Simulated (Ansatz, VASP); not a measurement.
# PbS: VASP beside Ansatz

Contents of POSCAR:

```
PbS
1.0
    0.0000000000      3.0391250000      2.8908750000
    3.0391250000      0.0000000000      2.8908750000
    3.0391250000      3.0391250000      0.0000000000
Pb S
1 1
Direct
    0.0000000000      0.0000000000      0.0000000000
    0.5000000000      0.5000000000      0.5000000000
```

Contents of INCAR.step1:

```
  PREC = Accurate
  ENCUT = 550
  ISMEAR = 0
  SIGMA = 0.05
  LREAL = F
  LASPH = T
  NELM = 120
  NBANDS = 17
  GGA = PE
  ALGO = Normal
  EDIFF = 1E-5
  LWAVE = T
  LCHARG = F
  GGA_COMPAT = F
```

The input INCAR.step2:

```
  PREC = Accurate
  ENCUT = 550
  EDIFF = 1E-6
  ISMEAR = 0
  SIGMA = 0.05
  LREAL = F
  LASPH = T
  NELM = 120
  ALGO = Normal
  ISIF = 2
  LWAVE = F
  LCHARG = T
  METAGGA = R2SCAN
  LMIXTAU = T
  LELF = T
  LVHAR = T
  NBANDS = 17
  ISTART = 1
  GGA_COMPAT = F
```

KPOINTS

```
regular mesh
0
Gamma
  8 8 8
```

Input for Ansatz:

```yaml
crystal:
  lattice:
    - [0.0, 3.039125, 2.890875]
    - [3.039125, 0.0, 2.890875]
    - [3.039125, 3.039125, 0.0]
  atoms:
    - { symbol: Pb, position: [0.0, 0.0, 0.0] }
    - { symbol: S, position: [0.5, 0.5, 0.5] }
basis:
  ecutwfc: 500
kpoints:
  mp_grid: { grid: [8, 8, 8] }
hamiltonian:
  xc: r2scan
scf:
  occupations: { method: gaussian, width: 0.05 }
output:
  forces: true
  stress: true
  eigenvalues: true
  write_density: true
  write_potential: true
  elf: true
  volumetric_format: npy
```

Change from the starting cell: strain +0.025 along x and y, -0.025 along z, atoms carried along.

Alike in both runs: task single point; functional r2SCAN; k mesh 8 × 8 × 8; occupations gaussian, width 0.05 eV; no spin polarisation.

```csv
,VASP,Ansatz
version,VASP 6.6.1,Ansatz 0.2.0
potentials or method,"VASP PAW PBE potentials, release 64 (Pb_d, S), cutoff 550 eV","scalar-relativistic, plane waves, PAW"
valence electrons in the cell,20,20
```

```csv
,VASP,Ansatz,Ansatz less VASP
gap on the k mesh at the Fermi level (eV),0.63,0.63,-0.010
least direct gap on the mesh (eV),0.63,0.63,-0.010
pressure (GPa),0.3,0.3,+0.01
"traceless stress, the component that is largest in VASP (GPa)",4.42,4.40,-0.018
```

VASP's potentials were made for PBE, not for r2SCAN. With one functional, cell and mesh, what is left measures potentials, basis and numerics.

Neither program's run includes spin-orbit coupling.
